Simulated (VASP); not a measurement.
# GaN in VASP: further runs

Aim: see how the results for GaN move with the level of theory and the settings. Levels: r2SCAN+D4, PBE, b88 exchange, pbe correlation. Tasks: single point.

Program: VASP 6.6.1. These are calculated values, not measurements. Logs are shortened: lines on timing, memory, paths and dates and some standing lists are left out, and cuts for length are marked.

### Step 1. The cell of the first run

It takes space group P6_3mc (No. 186, hexagonal). The conventional cell has a = 3.159 Å, b = 3.159 Å, c = 5.131 Å, α = 90.00°, β = 90.00°, γ = 120.00°. Within 2.6 Å of Ga (site symmetry 3m) lie 4 N at 1.92 to 1.93 Å. N (site symmetry 3m) has 4 Ga at 1.92 to 1.93 Å within 2.6 Å.

### Step 2. Single point, r2SCAN+D4

File POSCAR:

```
GaN
1.0
    3.1586570750      0.0000000000      0.0000000000
   -1.5793285375      2.7354772688      0.0000000000
    0.0000000000      0.0000000000      5.1313278144
Ga N
2 2
Direct
    0.6666666667      0.3333333333      0.5000000000
    0.3333333333      0.6666666667      0.0000000000
    0.6666666667      0.3333333333      0.8750000000
    0.3333333333      0.6666666667      0.3750000000
```

File INCAR.step1:

```
SYSTEM = GaN
PREC     = Accurate       ! precision mode
ENCUT    = 910            ! plane-wave cutoff, eV
ISMEAR   = -1             ! smearing method
SIGMA    = 0.05           ! smearing width, eV
LREAL    = .False.        ! projectors in reciprocal space
LASPH    = .True.         ! aspherical terms in the spheres
NELM     = 120            ! most SCF steps
NBANDS   = 26             ! bands
GGA      = PE             ! functional
ALGO     = Normal         ! electronic algorithm
EDIFF    = 1E-5           ! SCF threshold, eV
LWAVE    = .True.         ! write WAVECAR
LCHARG   = .False.        ! write CHGCAR
GGA_COMPAT= .False.
```

File INCAR.step2:

```
SYSTEM = GaN
PREC     = Accurate       ! precision mode
ENCUT    = 910            ! plane-wave cutoff, eV
EDIFF    = 1E-6           ! SCF threshold, eV
ISMEAR   = -1             ! smearing method
SIGMA    = 0.05           ! smearing width, eV
LREAL    = .False.        ! projectors in reciprocal space
LASPH    = .True.         ! aspherical terms in the spheres
NELM     = 120            ! most SCF steps
ALGO     = Normal         ! electronic algorithm
ISIF     = 2              ! what is computed and relaxed
LWAVE    = .False.        ! write WAVECAR
LCHARG   = .False.        ! write CHGCAR
METAGGA  = R2SCAN         ! meta-GGA
LMIXTAU  = .True.       
IVDW     = 13             ! dispersion correction
VDW_S6   = 1.0          
VDW_S8   = 0.6018749    
VDW_A1   = 0.51559235   
VDW_A2   = 5.77342911   
NBANDS   = 26             ! bands
ISTART   = 1            
GGA_COMPAT= .False.
```

File KPOINTS:

```
Automatic mesh
0
Gamma
  10 10 5
  0 0 0
```

Potentials or basis: VASP PAW PBE potentials, release 64 (Ga_d, N_h).

The run is started by

```
$ cat potpaw_PBE.64/Ga_d/POTCAR potpaw_PBE.64/N_h/POTCAR > POTCAR
$ cp INCAR.step1 INCAR
$ mpirun -np 1 vasp_std > vasp.out
$ cp INCAR.step2 INCAR
$ mpirun -np 1 vasp_std > vasp.out
```

OUTCAR:

```text
SYSTEM = GaN
   PREC = Accurate
   ENCUT = 910
   EDIFF = 1E-6
   ISMEAR = -1
   LREAL = .False.
   LASPH = .True.
   NELM = 120
   ISIF = 2
   METAGGA = R2SCAN
   IVDW = 13
   ISTART = 1

 ion  position               nearest neighbor table
   1  0.667  0.333  0.500-   3 1.92   4 1.93   4 1.93   4 1.93
   2  0.333  0.667  0.000-   4 1.92   3 1.93   3 1.93   3 1.93
   3  0.667  0.333  0.875-   1 1.92   2 1.93   2 1.93   2 1.93
   4  0.333  0.667  0.375-   2 1.92   1 1.93   1 1.93   1 1.93

  LATTYP: Found a hexagonal cell.
 ALAT       =     3.1586570750
 C/A-ratio  =     1.6245283019

  Lattice vectors:

 A1 = (   3.1586570750,   0.0000000000,   0.0000000000)
 A2 = (  -1.5793285375,   2.7354772688,   0.0000000000)
 A3 = (   0.0000000000,   0.0000000000,   5.1313278144)

Analysis of symmetry for initial positions (statically):
=====================================================================
 Subroutine PRICEL returns:
 Original cell was already a primitive cell.

 Routine SETGRP: Setting up the symmetry group for a
 hexagonal supercell.

 Subroutine GETGRP returns: Found 12 space group operations
 (whereof  6 operations were pure point group operations)
 out of a pool of 24 trial point group operations.

The static configuration has the point symmetry C_3v.
 The point group associated with its full space group is C_6v.

Analysis of symmetry for dynamics (positions and initial velocities):
=====================================================================
 Subroutine PRICEL returns:
 Original cell was already a primitive cell.

 Routine SETGRP: Setting up the symmetry group for a
 hexagonal supercell.

 Subroutine GETGRP returns: Found 12 space group operations
 (whereof  6 operations were pure point group operations)
 out of a pool of 24 trial point group operations.

The dynamic configuration has the point symmetry C_3v.
 The point group associated with its full space group is C_6v.

 Subroutine INISYM returns: Found 12 space group operations
 (whereof  6 operations are pure point group operations),
 and found     1 'primitive' translations

----------------------------------------------------------------------------------------

                                     Primitive cell

  volume of cell :      44.3369

  direct lattice vectors                    reciprocal lattice vectors
     3.158657075  0.000000000  0.000000000     0.316590240  0.182783460  0.000000000
[... 90 lines left out ...]
   EDIFF  = 0.1E-05   stopping-criterion for ELM
   LREAL  =      F    real-space projection
   EDIFFG = 0.1E-04   stopping-criterion for IOM
   NSW    =      0    number of steps for IOM
   IBRION =     -1    ionic relax: 0-MD 1-quasi-New 2-CG
   NFREE  =      0    steps in history (QN), initial steepest desc. (CG)
   ISIF   =      2    stress and relaxation
   ISYM   =      2    0-nonsym 1-usesym 2-fastsym
   POTIM  = 0.5000    time-step for ionic-motion
   TEBEG  =    0.0;   TEEND  =   0.0 temperature during run
   PSTRESS=    0.0 pullay stress
   NELECT =      36.0000    total number of electrons
   NUPDOWN=      -1.0000    fix difference up-down
   EMIN   =  10.00;   EMAX   =-10.00  energy-range for DOS
   EFERMI =   0.00;   METHOD = LEGACY
   ISMEAR =    -1;   SIGMA  =   0.05  broadening in eV -4-tet -1-fermi 0-gaus
   EFERMI_NEDOS =   21; number of points for ismear=-14 and -15
   IALGO  =     38    algorithm
   IMIX   =      4    mixing-type and parameters
     AMIX     =   0.40;   BMIX     =  1.00
     AMIX_MAG =   1.60;   BMIX_MAG =  1.00
  volume/ion in A,a.u.               =      11.08        74.80
  Fermi-wavevector in a.u.,A,eV,Ry     =   1.527287  2.886153 31.737010  2.332604
  Thomas-Fermi vector in A             =   2.635204
   LORBIT       =      0    0 simple, 1 ext, 2 COOP (PROOUT), +10 PAW based schemes
   METAGGA = R2SCAN    functional components
   LHFCALC =     F    Hartree Fock is set to
   AEXX    =    0.0000 exact exchange contribution
   IVDW    =    13    specifies the selected vdW correction
   LEPSILON=     F    determine dielectric tensor
   LRPA    =     F    only Hartree local field effects (RPA)
 non-spin polarized calculation
  energy-cutoff  :      910.00
  volume of cell :       44.34
 maximum number of plane-waves:      2798
 NGX is ok and might be reduce to    32
   NGX = 15   NGY = 15   NGZ = 25

 number of electron      36.0000000 magnetization

 Free energy of the ion-electron system (eV)
  ---------------------------------------------------
  ext. energy  EPLUGINS =         0.00000000
  ---------------------------------------------------
  free energy    TOTEN  =       -43.79064432 eV

  energy without entropy =      -43.79064432  energy(sigma->0) =      -43.79064432

 E-fermi :   6.6832     XC(G=0): -12.8081

 val. band max:        5.6954040447   @ k =   0.0000   0.0000   0.0000
 cond. band min:       8.2095299115   @ k =   0.0000   0.0000   0.0000
 fundamental gap:      2.5141258668
 Fermi energy:         6.6832392672

 k-point     1 :       0.0000    0.0000    0.0000
  band No.  band energies     occupation
      1     -11.3517      2.00000
      2     -10.2589      2.00000
      3      -8.1645      2.00000
      4      -8.1413      2.00000
      5      -8.1413      2.00000
      6      -8.0654      2.00000
[... 685 lines left out ...]
     25      18.5595      0.00000
     26      20.1912      0.00000

 [... further k-points ...]

------------------------ aborting loop because EDIFF is reached ----------------------------------------

  DFT-D4 for vdW energy calculation

  Edisp (eV):   -0.60068

  FORCE on cell =-STRESS in cart. coord.  units (eV):
  Direction    XX          YY          ZZ          XY          YZ          ZX
  --------------------------------------------------------------------------------------
  -------------------------------------------------------------------------------------
  Total       0.99216     0.99216     1.61874     0.00000    -0.00000     0.00000
  in kB      35.85312    35.85312    58.49561     0.00000    -0.00000     0.00000
  external pressure =       43.40 kB  Pullay stress =        0.00 kB

 VOLUME and BASIS-vectors are now :
 -----------------------------------------------------------------------------
  energy-cutoff  :      910.00
  volume of cell :       44.34
      direct lattice vectors                 reciprocal lattice vectors
     3.158657075  0.000000000  0.000000000     0.316590240  0.182783460  0.000000000
    -1.579328537  2.735477269  0.000000000     0.000000000  0.365566920  0.000000000
     0.000000000  0.000000000  5.131327814     0.000000000  0.000000000  0.194881332

 POSITION                                       TOTAL-FORCE (eV/Angst)
 -----------------------------------------------------------------------------------
      1.57933      0.91183      2.56566         0.000000     -0.000000     -0.150771
     -0.00000      1.82365      0.00000        -0.000000      0.000000     -0.150771
      1.57933      0.91183      4.48991         0.000000     -0.000000      0.150771
     -0.00000      1.82365      1.92425        -0.000000      0.000000      0.150771
 -----------------------------------------------------------------------------------
    total drift:                                0.000000      0.000001     -0.016429

  FREE ENERGIE OF THE ION-ELECTRON SYSTEM (eV)
  ---------------------------------------------------
  free  energy   TOTEN  =       -44.3913279683 eV

  energy  without entropy=      -44.3913279683  energy(sigma->0) =      -44.39132797
```

OUTCAR.step1:

```text
SYSTEM = GaN
   PREC = Accurate
   ENCUT = 910
   ISMEAR = -1
   LREAL = .False.
   LASPH = .True.
   NELM = 120
[... 926 lines left out ...]
     -0.00000      1.82365      0.00000         0.000000     -0.000000     -0.139654
      1.57933      0.91183      4.48991        -0.000000      0.000000      0.139654
     -0.00000      1.82365      1.92425         0.000000      0.000000      0.139654
 -----------------------------------------------------------------------------------
    total drift:                               -0.000000     -0.000000     -0.000503

  FREE ENERGIE OF THE ION-ELECTRON SYSTEM (eV)
  ---------------------------------------------------
  free  energy   TOTEN  =       -24.2474188963 eV

  energy  without entropy=      -24.2474188963  energy(sigma->0) =      -24.24741890
```

It took 2.3 min on 1 thread of Intel Xeon 6975P-C (Granite Rapids), shared host; peak memory 0.28 GiB.

What came out:

| Property | Result |
| --- | --- |
| Free energy | -44.3913 eV |
| Pressure | 4.3 GPa |
| Largest force | 0.151 eV/Å |
| Band gap on the k mesh | 2.51 eV |
| Dispersion energy per atom | -0.150 eV |

Forces on the atoms (eV/Å):
```
Ga   0.000  0.000 -0.151
Ga   0.000  0.000 -0.151
N    0.000  0.000  0.151
N    0.000  0.000  0.151
```

Stress tensor (GPa, compression positive):
```
3.59 0.00 0.00
0.00 3.59 0.00
0.00 0.00 5.85
```

Caveat: the cutoff is under 1.25 times the usual one of these potentials, so pressure, stress and relaxed cells hold a basis-set (Pulay) error; the cell stands under pressure; the PAW data sets were made with another functional, which shifts forces and pressure a little. r2SCAN opens gaps a little over a GGA but as a rule still falls short of measured ones.

### Step 3. Single point, PBE (atoms moved at random)

File INCAR:

```
PREC = Accurate
ENCUT = 450
EDIFF = 1E-7
ISMEAR = 0
SIGMA = 0.02
LREAL = False
LASPH = True
ALGO = Normal
NELM = 100
ISIF = 2
LWAVE = False
LCHARG = False
```

File KPOINTS:

```
k-points
0
Gamma
  8 8 5
```

File POSCAR:

```
GaN
1.0
    3.1800000000      0.0000000000      0.0000000000
   -1.5900000000      2.7539607840      0.0000000000
    0.0000000000      0.0000000000      5.1660000000
Ga N
2 2
Direct
    0.6600500000      0.3303130000      0.4954850000
    0.3347080000      0.6621820000     -0.0011780000
    0.6663010000      0.3329150000      0.8740920000
    0.3302160000      0.6727310000      0.3718020000
```

Potentials or basis: VASP PAW PBE potentials, release 64 (Ga_d, N).

The run is started by

```
$ cat potpaw_PBE.64/Ga_d/POTCAR potpaw_PBE.64/N/POTCAR > POTCAR
$ mpirun -np 1 vasp_std > vasp.out
```

Run time: 82 s. Hardware: 1 thread of AMD EPYC 9R45 (Zen 5), shared host; peak memory 0.2 GiB.

The run converged. Its results:

```
Free energy            : -24.2805 eV
Largest force          : 0.436 eV/Å
Band gap on the k mesh : 1.96 eV
```

Forces in eV/Å, atoms in the order of the input:
```
Ga  -0.008  0.318  0.190
Ga  -0.186  0.159 -0.351
N    0.119 -0.127 -0.088
N    0.074 -0.350  0.249
```

Levels at points of the mesh, in eV from the valence-band top:
```
           k point  band 15  band 16  band 17  band 18  band 19  band 20  band 21  band 22
(0.00, 0.00, 0.00)    -1.05    -0.08    -0.02     0.00     1.96     4.28     9.24     9.85
(0.50, 0.00, 0.00)    -4.29    -2.81    -2.25    -1.02     5.03     5.59     6.10     8.68
(0.00, 0.50, 0.00)    -4.25    -2.79    -2.30    -1.01     5.05     5.62     6.14     8.67
(0.50, 0.50, 0.00)    -4.29    -2.80    -2.24    -1.01     5.08     5.60     5.96     8.64
```

Caveat: the cell differs from its parent crystal (atoms moved at random); the cutoff is under 1.25 times the usual one of these potentials, so pressure, stress and relaxed cells hold a basis-set (Pulay) error.

### Step 4. Single point, b88 exchange, pbe correlation

This run uses another cell than the first one, of 11.31 Å³/atom.

File INCAR:

```
ALGO = Normal
EDIFF = 1E-6
ENCUT = 600
GGA = LIBXC
GGA_COMPAT = F
ISIF = 2
ISMEAR = -1
LASPH = T
LCHARG = F
LIBXC1 = GGA_X_B88
LIBXC2 = GGA_C_PBE
LREAL = F
LWAVE = F
NBANDS = 26
NELM = 120
PREC = Accurate
SIGMA = 0.05
```

File KPOINTS:

```
k-points
0
Gamma
  10 10 5
```

File POSCAR:

```
GaN
1.0
    3.1800000000      0.0000000000      0.0000000000
   -1.5900000000      2.7539607840      0.0000000000
    0.0000000000      0.0000000000      5.1660000000
Ga N
2 2
Direct
    0.6666666667      0.3333333333      0.5000000000
    0.3333333333      0.6666666667      0.0000000000
    0.6666666667      0.3333333333      0.8750000000
    0.3333333333      0.6666666667      0.3750000000
```

The run is started by

```
$ cat potpaw_PBE.64/Ga_d/POTCAR potpaw_PBE.64/N/POTCAR > POTCAR
$ mpirun -np 1 vasp_std > vasp.out
```

Run time: 33 s. Hardware: 1 thread of AMD EPYC 9R45 (Zen 5), shared host; peak memory 0.17 GiB.

The run converged. Its results:

* Free energy: -23.8617 eV
* Pressure: 6.8 GPa
* Largest force: 0.134 eV/Å
* Band gap on the k mesh: 1.97 eV

Forces in eV/Å, atoms in the order of the input:
```
Ga   0.000  0.000 -0.134
Ga   0.000  0.000 -0.134
N    0.000  0.000  0.134
N    0.000  0.000  0.134
```

Stress tensor (GPa, compression positive):
```
6.08 0.00 0.00
0.00 6.08 0.00
0.00 0.00 8.26
```

Levels at points of the mesh, in eV from the valence-band top:
```tsv
k point	band 14	band 15	band 16	band 17	band 18	band 19	band 20	band 21	band 22	band 23
(0.00, 0.00, 0.00)	-1.06	-1.06	-0.06	0.00	0.00	1.97	4.30	9.26	9.93	9.93
(0.50, 0.00, 0.00)	-5.29	-4.27	-2.78	-2.26	-0.99	5.08	5.61	6.08	8.67	10.40
```

Caveat: the cell stands under pressure; the PAW data sets were made with another functional, which shifts forces and pressure a little.

### Step 5. The runs side by side

| level | potentials or basis | cell | k mesh | cutoff (eV) | smearing | dipole correction | gap on the mesh (eV) | pressure (GPa) | largest force (eV/Å) |
| --- | --- | --- | --- | --- | --- | --- | --- | --- | --- |
| r2SCAN+D4 | VASP PAW PBE potentials, release 64 (Ga_d, N_h) | a = 3.159, b = 3.159, c = 5.131 Å, angles 90.0, 90.0, 120.0°, 4 atoms, atomic positions A | 10 × 10 × 5 | 910 | fermi-dirac 0.05 eV | no | 2.51 | 4.3 | 0.15 |
| PBE | VASP PAW PBE potentials, release 64 (Ga_d, N) | a = 3.180, b = 3.180, c = 5.166 Å, angles 90.0, 90.0, 120.0°, 4 atoms, atomic positions B | 8 × 8 × 5 | 450 | gaussian 0.02 eV | - | 1.96 | - | 0.44 |
| b88 exchange, pbe correlation | VASP PAW PBE potentials, release 64 (Ga_d, N) | a = 3.180, b = 3.180, c = 5.166 Å, angles 90.0, 90.0, 120.0°, 4 atoms, atomic positions A | 10 × 10 × 5 | 600 | fermi-dirac 0.05 eV | no | 1.97 | 6.8 | 0.13 |

Alike in all rows: task single point; no spin polarisation.

Caveats: the cutoff is under 1.25 times the usual one of these potentials, so pressure, stress and relaxed cells hold a basis-set (Pulay) error (at least some runs); the cell stands under pressure (at least some runs); the PAW data sets were made with another functional, which shifts forces and pressure a little (at least some runs).

Total energies depend on the potentials used, so only differences within one code and one set of settings carry meaning.
